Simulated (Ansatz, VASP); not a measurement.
## Two plane-wave programs on Mg2Zn3O

```
Mg Zn O
1.0
     5.09671    0.00000    0.00000
    -2.54835    4.41388    0.00000
     0.00000    0.00000    6.68368
Mg Zn O
2 3 1
Direct
  0.00000 0.00000 0.77095
  0.00000 0.00000 0.22905
  0.50000 0.00000 0.00000
  0.00000 0.50000 0.00000
  0.50000 0.50000 0.00000
  0.00000 0.00000 0.50000
```

Alike in both runs: functional PBE; k mesh 4 × 4 × 3; occupations gaussian, width 0.2 eV; no spin polarisation.

Ansatz relaxed the structure, and its values are those at the end. VASP's run is a single point on that final structure, the one shown.

```csv
,VASP,Ansatz
version,VASP 6.6.1,Ansatz 0.2.0
potentials or method,"VASP PAW PBE potentials, release 64 (Mg, Zn, O), cutoff 600 eV","scalar-relativistic, plane waves, PAW"
valence electrons in the cell,46,62
```

```tsv
	VASP	Ansatz	Ansatz less VASP
gap on the k mesh at the Fermi level (eV)	none	none	-
pressure (GPa)	-0.1	-0.1	0.00
rms of the force components (eV/Å)	0.020	0.011	-0.0094
```

A gap of «none» marks a metal or a gap that the smearing closes. The functional is the same, so the differences come from potentials, cutoffs and numerics. VASP's potentials hold 46 valence electrons a cell and Ansatz's 62, so a difference there can come from the potentials and not from the codes.
